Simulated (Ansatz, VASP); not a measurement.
## BP: VASP beside Ansatz

```
P B
1.0
     0.00000    2.26900    2.26900
     2.26900    0.00000    2.26900
     2.26900    2.26900    0.00000
P B
1 1
Cartesian
  3.4035 3.4035 3.4035
  0.0000 0.0000 0.0000
```

Alike in both runs: functional r2SCAN50; k mesh 5 × 5 × 5; occupations fermi-dirac, width 0.05 eV; no spin polarisation.

```csv
,VASP,Ansatz
version,VASP 6.6.1,Ansatz 0.2.0
potentials or method,"VASP PAW PBE potentials, release 64 (P, B_h)",Ansatz PAW
plane-wave cutoff (eV),1010,500
valence electrons in the cell,8,8
task,single point,band structure
```

VASP gave:

- gap on the k mesh at the Fermi level (eV): 4.25
- least direct gap on the mesh (eV): 6.81

Task: Which values does Ansatz return?

Result: gap on the k mesh at the Fermi level (eV): 4.17; least direct gap on the mesh (eV): 6.72.

VASP's potentials were made for PBE, not for r2SCAN50. The functional is the same, so the differences come from potentials, cutoffs and numerics.

The k mesh is coarse, so the values compare programs but aren't converged.
